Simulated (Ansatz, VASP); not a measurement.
**InSb3 in VASP and in Ansatz**

The input INCAR:

```
PREC = Accurate ; ENCUT = 520
EDIFF = 1E-6 ; ISMEAR = 0
SIGMA = 0.1 ; LREAL = F
LASPH = T ; NELM = 80
ALGO = Normal ; ISIF = 2
LWAVE = F ; LCHARG = T
GGA = PE ; LELF = T
LVHAR = T ; NBANDS = 22
```

The input KPOINTS:

```
Automatic mesh
0
Gamma
  10 10 10
```

Contents of POSCAR:

```
InSb3
1.0
    0.0000000000      3.6584822577      3.6584822577
    3.6584822577      0.0000000000      3.6584822577
    3.6584822577      3.6584822577      0.0000000000
In Sb
1 3
Direct
    0.0000000000      0.0000000000      0.0000000000
    0.2500000000      0.2500000000      0.2500000000
    0.7500000000      0.7500000000      0.7500000000
    0.5000000000      0.5000000000      0.5000000000
```

Input for Ansatz:

```yaml
crystal:
  lattice:
    - [0.0, 3.6584822577, 3.6584822577]
    - [3.6584822577, 0.0, 3.6584822577]
    - [3.6584822577, 3.6584822577, 0.0]
  atoms:
    - { symbol: In, position: [0.0, 0.0, 0.0] }
    - { symbol: Sb, position: [0.25, 0.25, 0.25] }
    - { symbol: Sb, position: [0.75, 0.75, 0.75] }
    - { symbol: Sb, position: [0.5, 0.5, 0.5] }
basis:
  ecutwfc: 420
kpoints:
  mp_grid: { grid: [10, 10, 10] }
hamiltonian:
  xc: pbe
scf:
  occupations: { method: gaussian, width: 0.1 }
output:
  forces: true
  stress: true
  eigenvalues: true
```

Alike in both runs: task single point; functional PBE; k mesh 10 × 10 × 10; occupations gaussian, width 0.1 eV; no spin polarisation.

|  | VASP | Ansatz |
| --- | --- | --- |
| version | VASP 6.6.1 | Ansatz 0.2.0 |
| potentials or method | VASP PAW PBE potentials, release 64 (In_d, Sb), cutoff 520 eV | scalar-relativistic, plane waves, PAW |
| valence electrons in the cell | 28 | 58 |

VASP gave:

```
gap on the k mesh at the Fermi level (eV) : none
pressure (GPa)                            : 7.2
```

Task: What did Ansatz give for the same quantities?

Result: gap on the k mesh at the Fermi level (eV): none; pressure (GPa): 7.3.

A gap of «none» marks a metal or a gap that the smearing closes. VASP's potentials hold 28 valence electrons a cell and Ansatz's 58, so a difference there can come from the potentials and not from the codes.

Spin-orbit coupling is off throughout.
